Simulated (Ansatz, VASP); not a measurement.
**Ge: VASP beside Ansatz**

```
Ge
1.0
     0.00354    2.82877    2.82877
     2.82877    0.00354    2.82877
     2.83231    2.83231    0.00000
Ge
2
Direct
  0.50000 0.50000 0.50000
  0.75000 0.75000 0.75000
```

Change from the starting cell: strain +0.0025 x Voigt [0, 0, 0, 0, 0, 1], atoms carried along.

Alike in both runs: task single point; functional r2SCAN; k mesh 10 × 10 × 10; occupations gaussian, width 0.05 eV; no spin polarisation.

|  | VASP | Ansatz |
| --- | --- | --- |
| version | VASP 6.6.1 | Ansatz 0.2.0 |
| potentials or method | VASP PAW PBE potentials, release 64 (Ge_d), cutoff 520 eV | scalar-relativistic, plane waves, PAW |
| valence electrons in the cell | 28 | 28 |

```csv
,VASP,Ansatz,Ansatz less VASP
gap on the k mesh at the Fermi level (eV),0.40,0.44,+0.040
least direct gap on the mesh (eV),0.40,0.44,+0.040
pressure (GPa),0.7,0.7,-0.05
"traceless stress, the component that is largest in VASP (GPa)",-0.22,-0.22,0.000
rms of the force components (eV/Å),0.013,0.012,-0.0006
```

VASP's potentials were made for PBE, not for r2SCAN. Atom by atom the forces differ by 0.001 eV/Å (rms over components). With one functional, cell and mesh, what is left measures potentials, basis and numerics.
